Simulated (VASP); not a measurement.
# Al2Ru (Fddd) in VASP: notebook, part 2 of 2

VASP 6.6.1. Earlier steps stand in the parts before.

## Step 4: Single point, LDA

This run uses another cell than the first one, of 13.39 Å³/atom.

File INCAR:

```
SYSTEM = Al2Ru
  PREC = Accurate
  ENCUT = 520
  EDIFF = 1E-6
  ISMEAR = 0
  SIGMA = 0.01
  LREAL = .FALSE.
  LASPH = .TRUE.
  NELM = 80
  ALGO = Normal
  ISIF = 2
  LWAVE = .FALSE.
  LCHARG = .FALSE.
  GGA = CA
  NBANDS = 29
```

File KPOINTS:

```
Automatic mesh
0
G
  10 10 10
  0 0 0
```

File POSCAR:

```
Al2Ru
1.0
    0.0000000000      3.9579375332      4.3507976798
    2.3322633091      0.0000000000      4.3507976798
    2.3322633091      3.9579375332      0.0000000000
Al Ru
4 2
Direct
    0.0788628326      0.4211371674      0.0788628326
    0.4211371674      0.0788628326      0.4211371674
    0.1711371674      0.8288628326      0.1711371674
    0.8288628326      0.1711371674      0.8288628326
    0.7500000000      0.7500000000      0.7500000000
    0.5000000000      0.5000000000      0.5000000000
```

Potentials or basis: VASP PAW LDA potentials, release 64 (Al, Ru_pv).

Started as:

```sh
$ cat potpaw_LDA.64/Al/POTCAR potpaw_LDA.64/Ru_pv/POTCAR > POTCAR
$ mpirun -np 1 vasp_std > vasp.out
```

OUTCAR:

```text
SYSTEM = Al2Ru
   PREC = Accurate
   ENCUT = 520
   EDIFF = 1E-6
   ISMEAR = 0
   LREAL = .FALSE.
   LASPH = .TRUE.
   NELM = 80
   ISIF = 2
   GGA = CA

 ion  position               nearest neighbor table
   1  0.079  0.421  0.079-   6 2.55   6 2.55   3 2.57   3 2.57   5 2.60   2 2.65   2 2.65   5 2.70
                             5 2.70   2 2.71   4 3.16   4 3.16   4 3.16   4 3.16
   2  0.421  0.079  0.421-   6 2.55   6 2.55   4 2.57   4 2.57   5 2.60   1 2.65   1 2.65   5 2.70
                             5 2.70   1 2.71   3 3.16   3 3.16   3 3.16   3 3.16
   3  0.171  0.829  0.171-   5 2.55   5 2.55   1 2.57   1 2.57   6 2.60   4 2.65   4 2.65   6 2.70
                             6 2.70   4 2.71   2 3.16   2 3.16   2 3.16   2 3.16
   4  0.829  0.171  0.829-   5 2.55   5 2.55   2 2.57   2 2.57   6 2.60   3 2.65   3 2.65   6 2.70
                             6 2.70   3 2.71   1 3.16   1 3.16   1 3.16   1 3.16
   5  0.750  0.750  0.750-   4 2.55   3 2.55   4 2.55   3 2.55   1 2.60   2 2.60   2 2.70   2 2.70
                             1 2.70   1 2.70   6 3.16   6 3.16   6 3.16   6 3.16
   6  0.500  0.500  0.500-   1 2.55   2 2.55   1 2.55   2 2.55   3 2.60   4 2.60   3 2.70   3 2.70
                             4 2.70   4 2.70   5 3.16   5 3.16   5 3.16   5 3.16

  LATTYP: Found a face centered orthorhombic cell.
 ALAT       =     4.6645266182
 B/A-ratio  =     1.6970371732
 C/A-ratio  =     1.8654830537

  Lattice vectors:

 A1 = (   0.0000000000,   3.9579375332,   4.3507976798)
 A2 = (   2.3322633091,   0.0000000000,   4.3507976798)
 A3 = (   2.3322633091,   3.9579375332,   0.0000000000)

Analysis of symmetry for initial positions (statically):
=====================================================================
 Subroutine PRICEL returns:
 Original cell was already a primitive cell.

 Routine SETGRP: Setting up the symmetry group for a
 face centered orthorhombic supercell.

 Subroutine GETGRP returns: Found  8 space group operations
 (whereof  4 operations were pure point group operations)
 out of a pool of  8 trial point group operations.

The static configuration has the point symmetry D_2 .
 The point group associated with its full space group is D_2h.

Analysis of symmetry for dynamics (positions and initial velocities):
[... 146 lines left out ...]
   LHFCALC =     F    Hartree Fock is set to
   AEXX    =    0.0000 exact exchange contribution
   IVDW    =     0    specifies the selected vdW correction
   LEPSILON=     F    determine dielectric tensor
   LRPA    =     F    only Hartree local field effects (RPA)
 non-spin polarized calculation
 Gauss-broadening in eV      SIGMA  =   0.01
  energy-cutoff  :      520.00
  volume of cell :       80.32
 maximum number of plane-waves:      2189
 NGX is ok and might be reduce to    48
   NGX = 21   NGY = 19   NGZ = 17

 number of electron      40.0000000 magnetization

 Free energy of the ion-electron system (eV)
  ---------------------------------------------------
  ext. energy  EPLUGINS =         0.00000000
  ---------------------------------------------------
  free energy    TOTEN  =       -42.40171676 eV

  energy without entropy =      -42.40171676  energy(sigma->0) =      -42.40171676

 E-fermi :  10.8970     XC(G=0): -12.2303

 val. band max:       10.8587435441   @ k =   0.0000   0.0000   0.0000
 cond. band min:      10.9352099398   @ k =   0.0000   0.3000   0.3000
 fundamental gap:      0.0764663957
 Fermi energy:        10.8970163301

 k-point     1 :       0.0000    0.0000    0.0000
  band No.  band energies     occupation
      1     -31.7231      2.00000
      2     -31.6351      2.00000
      3     -31.6267      2.00000
      4     -31.5808      2.00000
      5     -31.5681      2.00000
      6     -31.5591      2.00000
[... 757 lines left out ...]
     28      15.8190      0.00000
     29      16.8669      0.00000

 [... further k-points ...]

------------------------ aborting loop because EDIFF is reached ----------------------------------------

  FORCE on cell =-STRESS in cart. coord.  units (eV):
  Direction    XX          YY          ZZ          XY          YZ          ZX
  --------------------------------------------------------------------------------------
  -------------------------------------------------------------------------------------
  Total        0.2296743      0.2008076      0.2524862      0.0000000      0.0000000      0.0000000
  in kB        4.5811828      4.0053948      5.0361989      0.0000000      0.0000000      0.0000000
  external PRESSURE =       4.5409255 kB  Pullay stress =       0.0000000 kB

 VOLUME and BASIS-vectors are now :
 -----------------------------------------------------------------------------
  energy-cutoff  :      520.00
  volume of cell :       80.32
      direct lattice vectors                 reciprocal lattice vectors
     0.000000000  3.957937533  4.350797680    -0.214384027  0.126328421  0.114921455
     2.332263309  0.000000000  4.350797680     0.214384027 -0.126328421  0.114921455
     2.332263309  3.957937533  0.000000000     0.214384027  0.126328421 -0.114921455

 POSITION                                       TOTAL-FORCE (eV/Angst)
 -----------------------------------------------------------------------------------
      1.16613      0.62427      2.17540         0.000000      0.007277     -0.000000
      1.16613      3.33367      2.17540         0.000000     -0.007277     -0.000000
      2.33226      1.35470      4.35080        -0.000000     -0.007277      0.000000
      2.33226      6.56117      4.35080        -0.000000      0.007277      0.000000
      3.49839      5.93691      6.52620        -0.000000     -0.000000      0.000000
      2.33226      3.95794      4.35080         0.000000      0.000000      0.000000
 -----------------------------------------------------------------------------------
    total drift:                               -0.000000     -0.000000     -0.000000

  FREE ENERGIE OF THE ION-ELECTRON SYSTEM (eV)
  ---------------------------------------------------
  free  energy   TOTEN  =       -42.4017167613 eV

  energy  without entropy=      -42.4017167613  energy(sigma->0) =      -42.40171676
```

OSZICAR:

```text
N       E                     dE             d eps       ncg     rms          rms(c)
DAV:   1     0.296282612574E+03    0.29628E+03   -0.21510E+04 10542   0.132E+03
DAV:   2    -0.332818061542E+02   -0.32956E+03   -0.31844E+03 10660   0.355E+02
DAV:   3    -0.438992071828E+02   -0.10617E+02   -0.10474E+02 12147   0.613E+01
DAV:   4    -0.440194211471E+02   -0.12021E+00   -0.12011E+00 11580   0.642E+00
DAV:   5    -0.440219105903E+02   -0.24894E-02   -0.24893E-02 12554   0.931E-01    0.186E+01
DAV:   6    -0.431084603756E+02    0.91345E+00   -0.12226E+01 11037   0.238E+01    0.518E+00
DAV:   7    -0.425102273650E+02    0.59823E+00   -0.31218E+00 10721   0.122E+01    0.411E+00
DAV:   8    -0.424061507071E+02    0.10408E+00   -0.20605E-01 11349   0.330E+00    0.549E-01
DAV:   9    -0.424021711435E+02    0.39796E-02   -0.74946E-03 12285   0.467E-01    0.329E-01
DAV:  10    -0.424017975465E+02    0.37360E-03   -0.21273E-03 11349   0.357E-01    0.107E-01
DAV:  11    -0.424017211138E+02    0.76433E-04   -0.50334E-04 11211   0.172E-01    0.369E-02
DAV:  12    -0.424017167493E+02    0.43645E-05   -0.19711E-05 13023   0.298E-02    0.463E-03
DAV:  13    -0.424017167613E+02   -0.11994E-07   -0.60839E-07  6761   0.431E-03
   1 F= -.42401717E+02 E0= -.42401717E+02  d E =-.766794E-11
```

It took 3.2 min on 1 thread of Intel Xeon 6975P-C (Granite Rapids), shared host; peak memory 0.44 GiB.

Results:

| Property | Result |
| --- | --- |
| Free energy | -42.4017 eV |
| Pressure | 0.5 GPa |
| Largest force | 0.007 eV/Å |

Forces on the atoms (eV/Å):
```
Al   0.000  0.007  0.000
Al   0.000 -0.007  0.000
Al   0.000 -0.007  0.000
Al   0.000  0.007  0.000
Ru   0.000  0.000  0.000
Ru   0.000  0.000  0.000
```

Levels at points of the mesh, in eV from the Fermi level:
```
           k point  band 18  band 19  band 20  band 21  band 22  band 23
(0.00, 0.00, 0.00)    -1.33    -1.29    -0.04     1.68     2.30     2.38
(0.50, 0.00, 0.00)    -2.21    -1.22    -0.95     0.31     0.69     1.85
(0.50, 0.50, 0.00)    -1.69    -1.40    -1.40     2.27     2.27     2.48
(0.50, 0.00, 0.50)    -2.38    -1.54    -1.54     1.76     1.76     2.44
(0.00, 0.50, 0.50)    -2.64    -1.35    -1.35     0.31     0.31     4.68
```

## Step 5: The runs side by side

```tsv
cell	pressure (GPa)	largest force (eV/Å)
a = 5.862, b = 4.922, c = 4.576 Å, angles 76.1, 54.6, 49.3°, 6 atoms, atomic positions A	2.5	0.01
a = 5.882, b = 4.937, c = 4.594 Å, angles 76.1, 54.6, 49.3°, 6 atoms, atomic positions B	0.4	0.01
a = 5.882, b = 4.936, c = 4.594 Å, angles 76.1, 54.6, 49.3°, 6 atoms, atomic positions B	0.5	0.01
```

Alike in all rows: task single point; level LDA; potentials or basis VASP PAW LDA potentials, release 64 (Al, Ru_pv); no spin polarisation; k mesh 10 × 10 × 10; cutoff (eV) 520; smearing gaussian 0.01 eV.

Total energies depend on the potentials used, so only differences within one code and one set of settings carry meaning.
